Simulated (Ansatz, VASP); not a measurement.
# Two plane-wave programs on FeCo3Ge4

```
CELL_PARAMETERS angstrom
3.48635 2.01285 2.84659
-3.48635 2.01285 2.84659
0.00000 -4.02569 2.84659
ATOMIC_POSITIONS crystal
Fe 0.86500 0.86500 0.86500
Co 0.13500 0.63500 0.36500
Co 0.36500 0.13500 0.63500
Co 0.63500 0.36500 0.13500
Ge 0.84200 0.34200 0.65800
Ge 0.65800 0.84200 0.34200
Ge 0.34200 0.65800 0.84200
Ge 0.15800 0.15800 0.15800
```

Alike in both runs: task single point; functional PBE; k mesh 4 × 4 × 4; occupations gaussian, width 0.1 eV; collinear spin.

|  | VASP | Ansatz |
| --- | --- | --- |
| version | VASP 6.6.1 | Ansatz 0.2.0 |
| potentials or method | VASP PAW PBE potentials, release 64 (Fe, Co, Ge_d), cutoff 520 eV | scalar-relativistic, plane waves, PAW |
| valence electrons in the cell | 91 | 123 |

Ansatz gave:

| Property | Result |
| --- | --- |
| gap on the k mesh at the Fermi level (eV) | none |
| pressure (GPa) | -18.1 |
| traceless stress, the component that is largest in VASP (GPa) | -0.12 |
| rms of the force components (eV/Å) | 0.225 |
| net moment per atom (μB) | 0.40 |
| size of the moment on the site where the two differ most (μB) | 0.60 |

**Question.** Which values does VASP return?

**Answer.** gap on the k mesh at the Fermi level (eV): none; pressure (GPa): -18.0; traceless stress, the component that is largest in VASP (GPa): -0.13; rms of the force components (eV/Å): 0.221; net moment per atom (μB): 0.39; size of the moment on the site where the two differ most (μB): 0.58.

Site moments also hang on the region over which each program counts them. Atom by atom the forces differ by 0.005 eV/Å (rms over components). A gap of «none» marks a metal or a gap that the smearing closes. VASP's potentials hold 91 valence electrons a cell and Ansatz's 123, so a difference there can come from the potentials and not from the codes.
